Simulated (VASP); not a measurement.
Crystal: Hf2H3.

```
CELL_PARAMETERS angstrom
3.46664 0.00000 0.00000
-1.73332 3.00220 0.00000
0.00000 0.00000 6.76812
ATOMIC_POSITIONS crystal
Hf 0.00000 0.00000 0.22947
Hf 0.00000 0.00000 0.77053
H 0.33333 0.66667 0.00000
H 0.66667 0.33333 0.00000
H 0.00000 0.00000 0.50000
```

- Program: VASP 6.6.1
- Task: relaxation of cell and atoms
- Functional: PBE
- Potentials or basis: VASP PAW PBE potentials, release 64 (Hf_pv, H)
- Cutoff: 600 eV
- k mesh: 6 × 6 × 4
- Occupations: gaussian, width 0.1 eV
- Spin: no spin polarisation

At the start: pressure -13.5 GPa; volume 14.09 Å³/atom.

Q: Where does the relaxation end?

A: Over 6 steps the energy falls by 152.9 meV/atom and the volume is 11.31 Å³/atom (-19.7 %); space group P6/mmm (No. 191, to 0.05 Å).

Step by step:
```tsv
step	energy change (eV)	largest force (eV/Å)	pressure (GPa)	volume (Å³)
1	0.0000	0.4973	-13.47	70.44
2	-0.7183	0.2166	-3.14	59.02
3	-0.7437	0.3810	0.07	57.03
4	-0.7438	0.4032	0.51	56.78
5	-0.7637	0.0799	0.37	56.61
6	-0.7643	0.0308	0.34	56.57
```

Final structure:
```yaml
crystal:
  lattice:
    - [3.15633, 0.00000, 0.00000]
    - [-1.57817, 2.73346, 0.00000]
    - [0.00000, 0.00000, 6.55707]
  atoms:
    - { symbol: Hf, position: [0.00000, 0.00000, 0.22875] }
    - { symbol: Hf, position: [0.00000, 0.00000, 0.77125] }
    - { symbol: H, position: [0.33333, 0.66667, 0.00000] }
    - { symbol: H, position: [0.66667, 0.33333, 0.00000] }
    - { symbol: H, position: [0.00000, 0.00000, 0.50000] }
```

Caveat: the volume moved by over 15 % at a fixed basis, so the end points are rough.
